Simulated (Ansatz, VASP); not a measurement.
## InSb in VASP and in Ansatz

```
In Sb
1.0
     0.15977    3.15544    3.15544
     3.15544    0.15977    3.15544
     3.15544    3.15544    0.15977
In Sb
1 1
Direct
  0.00000 0.00000 0.00000
  0.50000 0.50000 0.50000
```

Alike in both runs: task single point; functional PBEsol; k mesh 16 × 16 × 16; occupations gaussian, width 0.15 eV; no spin polarisation.

```csv
,VASP,Ansatz
version,VASP 6.6.1,Ansatz 0.2.0
potentials or method,"VASP PAW PBE potentials, release 64 (In_d, Sb), cutoff 520 eV","scalar-relativistic, plane waves, PAW"
valence electrons in the cell,18,28
```

VASP gave:

* gap on the k mesh at the Fermi level (eV): none
* pressure (GPa): -2.7
* traceless stress, the component that is largest in VASP (GPa): -0.37

Task: Estimate Ansatz's values.

Result: gap on the k mesh at the Fermi level (eV): none; pressure (GPa): -2.8; traceless stress, the component that is largest in VASP (GPa): -0.38.

VASP's potentials were made for PBE, not for PBEsol. A gap of «none» marks a metal or a gap that the smearing closes. The functional is the same, so the differences come from potentials, cutoffs and numerics. VASP's potentials hold 18 valence electrons a cell and Ansatz's 28, so a difference there can come from the potentials and not from the codes.

Neither program's run includes spin-orbit coupling.
